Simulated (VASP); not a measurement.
# HfB2 (P6/mmm) in VASP: further runs

HfB2 is run at these levels: PBE; tasks: electric field gradients.

All numbers are computed with VASP 6.6.1; they aren't measurements. Logs are shortened: lines on timing, memory, paths and dates and some standing lists are left out, and cuts for length are marked.

### Step 1. The cell of the first run

It takes space group P6/mmm (No. 191, hexagonal). The conventional cell has a = 3.181 Å, b = 3.181 Å, c = 3.526 Å, α = 90.00°, β = 90.00°, γ = 120.00°. Hf (site symmetry 6/mmm) has 12 B at 2.55 Å and 6 Hf at 3.18 Å within 3.4 Å. B (site symmetry -6m2) has 3 B at 1.84 Å within 2.4 Å.

### Step 2. Electric field gradients, PBE (volume scaled by 1.04)

Contents of INCAR:

```
  PREC = Accurate
  ENCUT = 520
  EDIFF = 1E-8
  ISMEAR = -1
  SIGMA = 0.05
  LREAL = F
  LASPH = T
  NELM = 100
  ALGO = Normal
  ISIF = 2
  LWAVE = F
  LCHARG = F
  GGA = PE
  LEFG = T
  NBANDS = 15
```

Contents of KPOINTS:

```
regular mesh
0
Gamma
  13 13 11
```

Contents of POSCAR:

```
HfB2
1.0
    3.1813206298      0.0000000000      0.0000000000
   -1.5906603150      2.7551044830      0.0000000000
    0.0000000000      0.0000000000      3.5257947253
Hf B
1 2
Direct
    0.0000000000      0.0000000000      0.0000000000
    0.3333333333      0.6666666667      0.5000000000
    0.6666666667      0.3333333333      0.5000000000
```

Potentials or basis: VASP PAW PBE potentials, release 64 (Hf_pv, B).

Run with:

```console
$ cat potpaw_PBE.64/Hf_pv/POTCAR potpaw_PBE.64/B/POTCAR > POTCAR
$ mpirun -np 1 vasp_std > vasp.out
```

OUTCAR:

```text
PREC = Accurate
   ENCUT = 520
   EDIFF = 1E-8
   ISMEAR = -1
   LREAL = F
   LASPH = T
   NELM = 100
   ISIF = 2
   GGA = PE

 ion  position               nearest neighbor table
   1  0.000  0.000  0.000-   2 2.55   3 2.55   2 2.55   3 2.55   3 2.55   3 2.55   2 2.55   2 2.55
                             3 2.55   3 2.55   2 2.55   2 2.55
   2  0.333  0.667  0.500-   3 1.84   3 1.84   3 1.84   1 2.55   1 2.55   1 2.55   1 2.55   1 2.55
                             1 2.55
   3  0.667  0.333  0.500-   2 1.84   2 1.84   2 1.84   1 2.55   1 2.55   1 2.55   1 2.55   1 2.55
                             1 2.55

  LATTYP: Found a hexagonal cell.
 ALAT       =     3.1813206298
 C/A-ratio  =     1.1082802193

  Lattice vectors:

 A1 = (   3.1813206298,   0.0000000000,   0.0000000000)
 A2 = (  -1.5906603150,   2.7551044830,   0.0000000000)
 A3 = (   0.0000000000,   0.0000000000,   3.5257947253)

Analysis of symmetry for initial positions (statically):
=====================================================================
 Subroutine PRICEL returns:
 Original cell was already a primitive cell.

 Routine SETGRP: Setting up the symmetry group for a
 hexagonal supercell.

 Subroutine GETGRP returns: Found 24 space group operations
 (whereof 24 operations were pure point group operations)
 out of a pool of 24 trial point group operations.

The static configuration has the point symmetry D_6h.

Analysis of symmetry for dynamics (positions and initial velocities):
=====================================================================
 Subroutine PRICEL returns:
 Original cell was already a primitive cell.

 Routine SETGRP: Setting up the symmetry group for a
 hexagonal supercell.

 Subroutine GETGRP returns: Found 24 space group operations
 (whereof 24 operations were pure point group operations)
 out of a pool of 24 trial point group operations.

The dynamic configuration has the point symmetry D_6h.

 Subroutine INISYM returns: Found 24 space group operations
 (whereof 24 operations are pure point group operations),
 and found     1 'primitive' translations

----------------------------------------------------------------------------------------

[... 143 lines left out ...]

 val. band max:        7.3978285961   @ k =   0.0769   0.0000   0.2727
 cond. band min:       7.4786050376   @ k =   0.3077   0.1538   0.0000
 fundamental gap:      0.0807764415
 Fermi energy:         7.4477753702

 k-point     1 :       0.0000    0.0000    0.0000
  band No.  band energies     occupation
      1     -23.3963      2.00000
      2     -22.9463      2.00000
      3     -22.9463      2.00000
      4      -6.1640      2.00000
      5       4.4567      2.00000
      6       4.5467      2.00000
      7       4.5467      2.00000
      8       4.5761      2.00000
      9      11.1954      0.00000
     10      11.1954      0.00000
     11      11.8155      0.00000
     12      11.8155      0.00000
     13      12.0662      0.00000
     14      12.1913      0.00000
[... 401 lines left out ...]
      2     -23.0943      2.00000
      3     -22.9785      2.00000
      4      -5.5700      2.00000
      5       3.2608      2.00000
      6       3.5594      2.00000
      7       4.5042      2.00000
      8       5.5184      2.00000
      9       9.5157      0.00000
     10       9.9616      0.00000
     11      11.7507      0.00000
     12      11.8954      0.00000
     13      12.6728      0.00000
     14      13.8984      0.00000
     15      14.3979      0.00000

 [... further k-points ...]
[... 5 lines left out ...]
  --------------------------------------------------------------------------------------
  -------------------------------------------------------------------------------------
  Total       -1.7052544     -1.7052544     -1.4420864      0.0000000     -0.0000000      0.0000000
  in kB      -88.4091492    -88.4091492    -74.7651702      0.0000000     -0.0000000      0.0000000
  external PRESSURE =     -83.8611562 kB  Pullay stress =       0.0000000 kB

 VOLUME and BASIS-vectors are now :
 -----------------------------------------------------------------------------
  energy-cutoff  :      520.00
  volume of cell :       30.90
      direct lattice vectors                 reciprocal lattice vectors
     3.181320630  0.000000000  0.000000000     0.314334868  0.181481321  0.000000000
    -1.590660315  2.755104483  0.000000000     0.000000000  0.362962641  0.000000000
     0.000000000  0.000000000  3.525794725     0.000000000  0.000000000  0.283623999

 POSITION                                       TOTAL-FORCE (eV/Angst)
 -----------------------------------------------------------------------------------
      0.00000      0.00000      0.00000         0.000000      0.000000      0.000000
     -0.00000      1.83674      1.76290         0.000000     -0.000000      0.000000
      1.59066      0.91837      1.76290        -0.000000      0.000000     -0.000000
 -----------------------------------------------------------------------------------
    total drift:                               -0.000000      0.000000      0.000000

  FREE ENERGIE OF THE ION-ELECTRON SYSTEM (eV)
  ---------------------------------------------------
  free  energy   TOTEN  =       -26.3741256035 eV

  energy  without entropy=      -26.3722932106  energy(sigma->0) =      -26.37320941

 Electric field gradients (V/A^2)
---------------------------------------------------------------------
 ion       V_xx      V_yy      V_zz      V_xy      V_xz      V_yz
---------------------------------------------------------------------
   1     -37.638   -37.637    75.275     0.000     0.000    -0.000
   2      -0.752    -0.752     1.503    -0.000     0.000    -0.000
   3      -0.752    -0.752     1.503    -0.000     0.000    -0.000
---------------------------------------------------------------------

 Electric field gradients after diagonalization (V/A^2)
 (convention: |V_zz| > |V_xx| > |V_yy|)
----------------------------------------------------------------------
 ion       V_xx      V_yy      V_zz     asymmetry (V_yy - V_xx)/ V_zz
----------------------------------------------------------------------
   1     -37.638   -37.637    75.275       0.000
   2      -0.752    -0.752     1.503       0.000
   3      -0.752    -0.752     1.503       0.000
----------------------------------------------------------------------

           NMR quadrupolar parameters

 Cq : quadrupolar parameter    Cq=e*Q*V_zz/h
 eta: asymmetry parameters     (V_yy - V_xx)/ V_zz
 Q  : nuclear electric quadrupole moment in mb (millibarn)
----------------------------------------------------------------------
 ion       Cq(MHz)       eta       Q (mb)
----------------------------------------------------------------------
   1       0.182       0.000       1.000
   2       0.004       0.000       1.000
   3       0.004       0.000       1.000
----------------------------------------------------------------------
```

OSZICAR:

```text
N       E                     dE             d eps       ncg     rms          rms(c)
DAV:   1     0.286671377560E+02    0.28667E+02   -0.79756E+03  3780   0.101E+03
DAV:   2    -0.270892674959E+02   -0.55756E+02   -0.51959E+02  5091   0.219E+02
DAV:   3    -0.286974973286E+02   -0.16082E+01   -0.16001E+01  4907   0.271E+01
DAV:   4    -0.287046864275E+02   -0.71891E-02   -0.71876E-02  4501   0.223E+00
DAV:   5    -0.287047359338E+02   -0.49506E-04   -0.49505E-04  4858   0.158E-01    0.491E+01
DAV:   6    -0.264815663686E+02    0.22232E+01   -0.27993E+00  4571   0.118E+01    0.363E+01
DAV:   7    -0.264285441975E+02    0.53022E-01   -0.85015E-01  4879   0.669E+00    0.118E+01
DAV:   8    -0.263780195485E+02    0.50525E-01   -0.19963E-01  4480   0.331E+00    0.150E+00
DAV:   9    -0.263742943012E+02    0.37252E-02   -0.16687E-02  4466   0.102E+00    0.375E-01
DAV:  10    -0.263741201465E+02    0.17415E-03   -0.71073E-04  4781   0.220E-01    0.245E-01
DAV:  11    -0.263741282573E+02   -0.81108E-05   -0.52344E-05  4697   0.547E-02    0.107E-01
DAV:  12    -0.263741255502E+02    0.27071E-05   -0.33764E-06  4459   0.135E-02    0.842E-03
DAV:  13    -0.263741256022E+02   -0.52037E-07   -0.24116E-07  4851   0.385E-03    0.413E-03
DAV:  14    -0.263741256035E+02   -0.12435E-08   -0.18702E-08  4008   0.114E-03
   1 F= -.26374126E+02 E0= -.26373209E+02  d E =-.183239E-02
```

stdout:

```text
POSCAR found type information on POSCAR HfB
 POSCAR found :  2 types and       3 ions
 scaLAPACK will be used
 LDA part: xc-table for (Slater+PW92), standard interpolation
 POSCAR, INCAR and KPOINTS ok, starting setup
 FFT: planning ... GRIDC
 FFT: planning ... GRID_SOFT
 FFT: planning ... GRID
 WAVECAR not read
 entering main loop
ion   1

ion   2

ion   3
```

Run time: 25 s. Hardware: 1 thread of Intel Xeon Platinum 8488C (Sapphire Rapids), shared host; peak memory 0.19 GiB.

Results:

```yaml
Free_energy: -26.3741 eV
Pressure: -8.4 GPa
Band_gap_on_the_k_mesh: zero (band 8 reaches 7.98 eV, above the bottom of band 9 at 7.00 eV)
```

Levels at points of the mesh, in eV from the Fermi level:
```
           k point  band 4  band 5  band 6  band 7  band 8  band 9  band 10  band 11  band 12  band 13
(0.00, 0.00, 0.00)  -13.61   -2.99   -2.90   -2.90   -2.87    3.75     3.75     4.37     4.37     4.62
```

Electric field gradients, principal values (V/Å²):
| atom | least | middle | greatest (by size) |
| --- | --- | --- | --- |
| 1 Hf | -37.637 | -37.638 | 75.275 |
| 2 B | -0.752 | -0.752 | 1.503 |
| 3 B | -0.752 | -0.752 | 1.503 |

Caveat: without QUAD_EFG the Cq values of the log hold for a quadrupole moment of 1 mb, not for the nuclei; spin-orbit coupling is left out, which moves the levels of the heavy elements.

(Continued in part 2 of 2.)
